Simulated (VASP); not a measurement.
# InO4 in VASP: further runs

The runs below take InO4 through single point, with PBE.

All numbers are computed with VASP 6.6.1; they aren't measurements. Logs are shortened: lines on timing, memory, paths and dates and some standing lists are left out, and cuts for length are marked.

## (1) The cell of the first run

The cell holds a sheet with vacuum, 5 atoms: a = 4.229 Å, b = 4.229 Å, c = 19.000 Å, α = 90.00°, β = 90.00°, γ = 90.00°.

The cell was built from a structure type or drawn by symmetry, and may not be a known phase.

## (2) Single point, PBE

Input file INCAR:

```
SYSTEM = InO4
ALGO     = Normal         ! electronic algorithm
DIPOL    = 0.5 0.5 0.501
EDIFF    = 1E-7           ! SCF threshold, eV
ENCUT    = 520            ! plane-wave cutoff, eV
GGA      = PE             ! functional
IDIPOL   = 3            
ISIF     = 2              ! what is computed and relaxed
ISMEAR   = 0              ! smearing method
LASPH    = .True.         ! aspherical terms in the spheres
LCHARG   = .False.        ! write CHGCAR
LDIPOL   = .True.       
LREAL    = .False.        ! projectors in reciprocal space
LWAVE    = .False.        ! write WAVECAR
NBANDS   = 26             ! bands
NELM     = 100            ! most SCF steps
PREC     = Accurate       ! precision mode
SIGMA    = 0.1            ! smearing width, eV
```

Input file KPOINTS:

```
k-points
0
Gamma
  4 4 1
  0 0 0
```

Input file POSCAR:

```
InO4
1.0
    4.2288520000      0.0000000000      0.0000000000
    0.0000000000      4.2288520000      0.0000000000
    0.0000000000      0.0000000000     19.0000000000
In O
1 4
Direct
    0.0000000000      0.0000000000      0.4991474300
    0.0000000000      0.5000000000      0.5024995400
    0.5000000000      0.0000000000      0.5024995400
    0.0000000000      0.0000000000      0.6246292900
    0.0000000000      0.0000000000      0.3753707100
```

Potentials or basis: VASP PAW PBE potentials, release 64 (In_d, O).

Launch:

```console
cat potpaw_PBE.64/In_d/POTCAR potpaw_PBE.64/O/POTCAR > POTCAR
mpirun -np 1 vasp_std > vasp.out
```

OUTCAR:

```text
SYSTEM = InO4
   EDIFF = 1E-7
   ENCUT = 520
   GGA = PE
   ISIF = 2
   ISMEAR = 0
   LASPH = .True.
   LREAL = .False.
   NELM = 100
   PREC = Accurate

 ion  position               nearest neighbor table
   1  0.000  0.000  0.499-   2 2.12   3 2.12   2 2.12   3 2.12   5 2.35   4 2.38
   2  0.000  0.500  0.502-   1 2.12   1 2.12
   3  0.500  0.000  0.502-   1 2.12   1 2.12
   4  0.000  0.000  0.625-   1 2.38
   5  0.000  0.000  0.375-   1 2.35

  LATTYP: Found a simple tetragonal cell.
 ALAT       =     4.2288520000
 C/A-ratio  =     4.4929451303

  Lattice vectors:

 A1 = (   4.2288520000,   0.0000000000,   0.0000000000)
 A2 = (   0.0000000000,   4.2288520000,   0.0000000000)
 A3 = (   0.0000000000,   0.0000000000,  19.0000000000)

Analysis of symmetry for initial positions (statically):
=====================================================================
 Subroutine PRICEL returns:
 Original cell was already a primitive cell.

 Routine SETGRP: Setting up the symmetry group for a
 simple tetragonal supercell.

 Subroutine GETGRP returns: Found  8 space group operations
 (whereof  8 operations were pure point group operations)
 out of a pool of 16 trial point group operations.

The static configuration has the point symmetry C_4v.

Analysis of symmetry for dynamics (positions and initial velocities):
=====================================================================
 Subroutine PRICEL returns:
 Original cell was already a primitive cell.

 Routine SETGRP: Setting up the symmetry group for a
 simple tetragonal supercell.

 Subroutine GETGRP returns: Found  8 space group operations
 (whereof  8 operations were pure point group operations)
 out of a pool of 16 trial point group operations.

The dynamic configuration has the point symmetry C_4v.

 Subroutine INISYM returns: Found  8 space group operations
 (whereof  8 operations are pure point group operations),
 and found     1 'primitive' translations

----------------------------------------------------------------------------------------

                                     Primitive cell

  volume of cell :     339.7806

  direct lattice vectors                    reciprocal lattice vectors
     4.228852000  0.000000000  0.000000000     0.236470796  0.000000000  0.000000000
     0.000000000  4.228852000  0.000000000     0.000000000  0.236470796  0.000000000
     0.000000000  0.000000000 19.000000000     0.000000000  0.000000000  0.052631579

  length of vectors
     4.228852000  4.228852000 19.000000000     0.236470796  0.236470796  0.052631579

  position of ions in fractional coordinates (direct lattice)
     0.000000000  0.000000000  0.499147430
     0.000000000  0.500000000  0.502499540
     0.500000000  0.000000000  0.502499540
     0.000000000  0.000000000  0.624629290
     0.000000000  0.000000000  0.375370710

  ion indices of the primitive-cell ions
   primitive index   ion index
                 1           1
                 2           2
                 3           3
                 4           4
                 5           5

----------------------------------------------------------------------------------------

 KPOINTS: k-points

Automatic generation of k-mesh.
 Grid dimensions read from file:
 generate k-points for:    4    4    1

 Generating k-lattice:

  Cartesian coordinates                     Fractional coordinates (reciprocal lattice)
     0.059117699  0.000000000  0.000000000     0.250000000  0.000000000  0.000000000
     0.000000000  0.059117699  0.000000000     0.000000000  0.250000000  0.000000000
     0.000000000  0.000000000  0.052631579     0.000000000  0.000000000  1.000000000

  Length of vectors
     0.059117699  0.059117699  0.052631579

  Shift w.r.t. Gamma in fractional coordinates (k-lattice)
     0.000000000  0.000000000  0.000000000

 Subroutine IBZKPT returns following result:
 ===========================================

 Found      6 irreducible k-points:

 Following reciprocal coordinates:
            Coordinates               Weight
  0.000000  0.000000  0.000000      1.000000
  0.250000  0.000000  0.000000      4.000000
  0.500000  0.000000  0.000000      2.000000
  0.250000  0.250000  0.000000      4.000000
  0.500000  0.250000  0.000000      4.000000
  0.500000  0.500000  0.000000      1.000000
   k-points           NKPTS =      6   k-points in BZ     NKDIM =      6   number of bands    NBANDS=     26
   number of dos      NEDOS =    301   number of ions     NIONS =      5
   total plane-waves  NPLWV = 147456
   dimension x,y,z NGX =    32 NGY =   32 NGZ =  144
   dimension x,y,z NGXF=    64 NGYF=   64 NGZF=  288
   ions per type =               1   4
   NGX,Y,Z   is equivalent  to a cutoff of  12.58, 12.58, 12.60 a.u.
   NGXF,Y,Z  is equivalent  to a cutoff of  25.16, 25.16, 25.20 a.u.
 SYSTEM =  InO4
   PREC   = accura    normal or accurate (medium, high low for compatibility)
   ISTART =      0    job   : 0-new  1-cont  2-samecut
   ICHARG =      2    charge: 1-file 2-atom 10-const
   ISPIN  =      1    spin polarized calculation?
   LNONCOLLINEAR =      F non collinear calculations
   LSORBIT =      F    spin-orbit coupling
   LASPH  =      T    aspherical Exc in radial PAW
   ENCUT  =  520.0 eV  38.22 Ry    6.18 a.u.   7.86  7.86 35.33*2*pi/ulx,y,z
   NELM   =    100;   NELMIN=  2; NELMDL= -5     # of ELM steps
   EDIFF  = 0.1E-06   stopping-criterion for ELM
   LREAL  =      F    real-space projection
   EDIFFG = 0.1E-05   stopping-criterion for IOM
   NSW    =      0    number of steps for IOM
   IBRION =     -1    ionic relax: 0-MD 1-quasi-New 2-CG
   NFREE  =      0    steps in history (QN), initial steepest desc. (CG)
   ISIF   =      2    stress and relaxation
   ISYM   =      2    0-nonsym 1-usesym 2-fastsym
   POTIM  = 0.5000    time-step for ionic-motion
   TEBEG  =    0.0;   TEEND  =   0.0 temperature during run
   PSTRESS=    0.0 pullay stress
   NELECT =      37.0000    total number of electrons
   NUPDOWN=      -1.0000    fix difference up-down
   EMIN   =  10.00;   EMAX   =-10.00  energy-range for DOS
   EFERMI =   0.00;   METHOD = LEGACY
   ISMEAR =     0;   SIGMA  =   0.10  broadening in eV -4-tet -1-fermi 0-gaus
   EFERMI_NEDOS =   21; number of points for ismear=-14 and -15
   IALGO  =     38    algorithm
   IMIX   =      4    mixing-type and parameters
     AMIX     =   0.40;   BMIX     =  1.00
     AMIX_MAG =   1.60;   BMIX_MAG =  1.00
  volume/ion in A,a.u.               =      67.96       458.59
  Fermi-wavevector in a.u.,A,eV,Ry     =   0.781764  1.477320  8.315276  0.611156
  Thomas-Fermi vector in A             =   1.885349
   LORBIT       =      0    0 simple, 1 ext, 2 COOP (PROOUT), +10 PAW based schemes
   GGA     = PE    functional components
   LHFCALC =     F    Hartree Fock is set to
   AEXX    =    0.0000 exact exchange contribution
   IVDW    =     0    specifies the selected vdW correction
   LEPSILON=     F    determine dielectric tensor
   LRPA    =     F    only Hartree local field effects (RPA)
 non-spin polarized calculation
 Gauss-broadening in eV      SIGMA  =   0.10
  energy-cutoff  :      520.00
  volume of cell :      339.78
 maximum number of plane-waves:      9184
 NGX is ok and might be reduce to    32
   NGX = 15   NGY = 15   NGZ = 71

 dipolmoment           0.000000      0.000000     -0.000841 electrons x Angstroem

 number of electron      37.0000000 magnetization

 dipolmoment           0.000000      0.000000      0.000340 electrons x Angstroem

 Free energy of the ion-electron system (eV)
  ---------------------------------------------------
  ext. energy  EPLUGINS =         0.00000000
  ---------------------------------------------------
  free energy    TOTEN  =       -16.21206015 eV

  energy without entropy =      -16.06633091  energy(sigma->0) =      -16.13919553

 E-fermi :  -7.1029     XC(G=0):  -2.8317

 val. band max:       -7.1237480482   @ k =   0.5000   0.0000   0.0000
 cond. band min:      -7.0913001414   @ k =   0.2500   0.2500   0.0000
 fundamental gap:      0.0324479068
 Fermi energy:        -7.1028619712

 k-point     1 :       0.0000    0.0000    0.0000
  band No.  band energies     occupation
      1     -23.7580      2.00000
      2     -23.5028      2.00000
      3     -22.4003      2.00000
      4     -22.2717      2.00000
      5     -18.8962      2.00000
      6     -18.8962      2.00000
[... 18 lines left out ...]
     25       2.1914      0.00000
     26       2.6785      0.00000

 k-point     2 :       0.2500    0.0000    0.0000
  band No.  band energies     occupation
      1     -23.6539      2.00000
      2     -23.3394      2.00000
      3     -22.3962      2.00000
      4     -22.2664      2.00000
      5     -18.9205      2.00000
      6     -18.8957      2.00000
[... 18 lines left out ...]
     25       2.6677      0.00000
     26       3.0574      0.00000

 k-point     3 :       0.5000    0.0000    0.0000
  band No.  band energies     occupation
      1     -23.6184      2.00000
      2     -23.0468      2.00000
      3     -22.3929      2.00000
      4     -22.2611      2.00000
      5     -19.2054      2.00000
      6     -18.9364      2.00000
[... 18 lines left out ...]
     25       3.0750      0.00000
     26       3.5331      0.00000

 k-point     4 :       0.2500    0.2500    0.0000
  band No.  band energies     occupation
      1     -23.4281      2.00000
      2     -23.2972      2.00000
      3     -22.3923      2.00000
      4     -22.2611      2.00000
      5     -18.9213      2.00000
      6     -18.9192      2.00000
[... 18 lines left out ...]
     25       3.1198      0.00000
     26       3.2828      0.00000

 k-point     5 :       0.5000    0.2500    0.0000
  band No.  band energies     occupation
      1     -23.3562      2.00000
      2     -23.0401      2.00000
      3     -22.3890      2.00000
      4     -22.2560      2.00000
      5     -19.2418      2.00000
      6     -18.9357      2.00000
[... 18 lines left out ...]
     25       3.3616      0.00000
     26       3.9064      0.00000

 k-point     6 :       0.5000    0.5000    0.0000
  band No.  band energies     occupation
      1     -23.0332      2.00000
      2     -23.0332      2.00000
      3     -22.3858      2.00000
      4     -22.2509      2.00000
      5     -19.4454      2.00000
      6     -19.0347      2.00000
[... 18 lines left out ...]
     25       2.5900      0.00000
     26       3.7373      0.00000

------------------------ aborting loop because EDIFF is reached ----------------------------------------

 vacuum level on the upper side and lower side of the slab       (xc-potential included)        -0.005        -0.009

  FORCE on cell =-STRESS in cart. coord.  units (eV):
  Direction    XX          YY          ZZ          XY          YZ          ZX
  --------------------------------------------------------------------------------------
  -------------------------------------------------------------------------------------
  Total       -1.3340955     -1.3340955     -6.9389653      0.0000000      0.0000000      0.0000000
  in kB       -6.2906994     -6.2906994    -32.7195051      0.0000000      0.0000000      0.0000000
  external PRESSURE =     -15.1003013 kB  Pullay stress =       0.0000000 kB

 VOLUME and BASIS-vectors are now :
 -----------------------------------------------------------------------------
  energy-cutoff  :      520.00
  volume of cell :      339.78
      direct lattice vectors                 reciprocal lattice vectors
     4.228852000  0.000000000  0.000000000     0.236470796  0.000000000  0.000000000
     0.000000000  4.228852000  0.000000000     0.000000000  0.236470796  0.000000000
     0.000000000  0.000000000 19.000000000     0.000000000  0.000000000  0.052631579

 POSITION                                       TOTAL-FORCE (eV/Angst)
 -----------------------------------------------------------------------------------
      0.00000      0.00000      9.48380         0.000000      0.000000      0.007553
      0.00000      2.11443      9.54749         0.000000     -0.000000      0.015922
      2.11443      0.00000      9.54749         0.000000      0.000000      0.015922
      0.00000      0.00000     11.86796         0.000000      0.000000     -1.465058
      0.00000      0.00000      7.13204        -0.000000      0.000000      1.425660
 -----------------------------------------------------------------------------------
    total drift:                                0.000000      0.000000      0.000964

  FREE ENERGIE OF THE ION-ELECTRON SYSTEM (eV)
  ---------------------------------------------------
  free  energy   TOTEN  =       -16.2120601498 eV

  energy  without entropy=      -16.0663309079  energy(sigma->0) =      -16.13919553

 vacuum level on the upper side and lower side of the slab         1.982         1.978
```

Run time: 4.6 min. Hardware: 1 thread of Intel Xeon 8259CL, shared host; peak memory 0.37 GiB.

What came out:

```
Free energy            : -16.2121 eV
Largest force          : 1.465 eV/Å
Band gap on the k mesh : zero (an odd number of electrons rules out a gap without spin polarisation)
```

Forces in eV/Å, atoms in the order of the input:
```
In   0.000  0.000  0.008
O    0.000  0.000  0.016
O    0.000  0.000  0.016
O    0.000  0.000 -1.465
O    0.000  0.000  1.426
```

Levels at points of the mesh, in eV from the Fermi level:
| k point | band 14 | band 15 | band 16 | band 17 | band 18 | band 19 | band 20 | band 21 | band 22 | band 23 |
| --- | --- | --- | --- | --- | --- | --- | --- | --- | --- | --- |
| (0.00, 0.00, 0.00) | -0.38 | -0.30 | -0.30 | -0.16 | -0.07 | -0.07 | -0.03 | -0.03 | 3.97 | 8.10 |
| (0.50, 0.00, 0.00) | -0.85 | -0.39 | -0.22 | -0.20 | -0.05 | -0.02 | 0.04 | 0.12 | 6.47 | 9.22 |
| (0.50, 0.50, 0.00) | -0.80 | -0.26 | -0.26 | 0.03 | 0.14 | 0.14 | 0.23 | 0.35 | 8.25 | 9.42 |

Caveat: the k points lie up to 0.37 Å⁻¹ apart, too coarse for converged energies and pressures of a metal; spin-orbit coupling is left out, which moves the levels of the heavy elements; an odd number of electrons without spin polarisation forces a metal; a magnetic or distorted state may lie lower.

## (3) Single point, PBE, collinear spin, ferromagnetic start

This run uses another cell than the first one.

Input file INCAR:

```
SYSTEM = InO4
ALGO = Normal
DIPOL = 0.5 0.5 0.286
EDIFF = 1E-6
ENCUT = 520
GGA = PE
IDIPOL = 3
ISIF = 2
ISMEAR = 0
ISPIN = 2
LASPH = .True.
LCHARG = .False.
LDIPOL = .True.
LORBIT = 11
LREAL = .False.
LWAVE = .False.
MAGMOM = 0 1 1 1 1
NBANDS = 30
NELM = 150
PREC = Accurate
SIGMA = 0.1
```

KPOINTS is that of step 2.

Input file POSCAR:

```
InO4
1.0
    4.2459280006      0.0000000000      0.0000000000
    0.0000000000      4.2459280006      0.0000000000
    0.0000000000      0.0000000000     33.2718260400
In O
1 4
Direct
    0.0000000000      0.0000000000      0.2852325468
    0.0000000000      0.5000000000      0.2869446108
    0.5000000000      0.0000000000      0.2869446108
    0.0000000000      0.0000000000      0.3515217294
    0.0000000000      0.0000000000      0.2193586799
```

Potentials or basis: VASP PAW PBE potentials, release 64 (In_d, O).

Launch:

```console
cat potpaw_PBE.64/In_d/POTCAR potpaw_PBE.64/O/POTCAR > POTCAR
mpirun -np 1 vasp_std > vasp.out
```

Wall time 16 min (1 thread of Intel Xeon 8259CL, shared host); peak memory 0.82 GiB.

The run converged. Its results:

```
Free energy                                           : -18.8196 eV
Largest force                                         : 0.061 eV/Å
Band gap on the k mesh                                : zero (filled and empty bands overlap)
Net moment                                            : 5.00 μB per cell
Site moments                                          : In -0.07; O +0.77, +1.27, +1.24 (each value once) μB
Valence electrons inside the program's atomic spheres : In 11.36; O 4.82, 4.63, 4.64 (each value once)
```

Forces on the atoms (eV/Å):
```
In   0.000  0.000  0.012
O    0.000  0.000  0.000
O    0.000  0.000  0.000
O    0.000  0.000  0.049
O    0.000  0.000 -0.061
```

Levels at points of the mesh, in eV from the Fermi level:
Spin up:
| k point | band 18 | band 19 | band 20 | band 21 | band 22 | band 23 | band 24 | band 25 |
| --- | --- | --- | --- | --- | --- | --- | --- | --- |
| (0.00, 0.00, 0.00) | -1.83 | -1.83 | -1.45 | -1.29 | 3.72 | 6.94 | 7.17 | 7.90 |
| (0.50, 0.00, 0.00) | -2.02 | -1.36 | -1.26 | -1.14 | 6.13 | 8.06 | 8.84 | 8.84 |
| (0.50, 0.50, 0.00) | -1.24 | -1.24 | -1.24 | -0.60 | 7.97 | 8.94 | 8.94 | 9.57 |
Spin down:
| k point | band 13 | band 14 | band 15 | band 16 | band 17 | band 18 | band 19 | band 20 |
| --- | --- | --- | --- | --- | --- | --- | --- | --- |
| (0.00, 0.00, 0.00) | -1.68 | -0.33 | -0.13 | 0.19 | 0.19 | 0.26 | 0.26 | 0.36 |
| (0.50, 0.00, 0.00) | -0.76 | -0.58 | -0.23 | -0.11 | 0.12 | 0.13 | 0.27 | 0.36 |
| (0.50, 0.50, 0.00) | -0.70 | -0.70 | -0.17 | -0.04 | -0.04 | 0.31 | 0.62 | 0.62 |

Caveat: the k points lie up to 0.37 Å⁻¹ apart; spin-orbit coupling is left out, which moves the levels of the heavy elements.
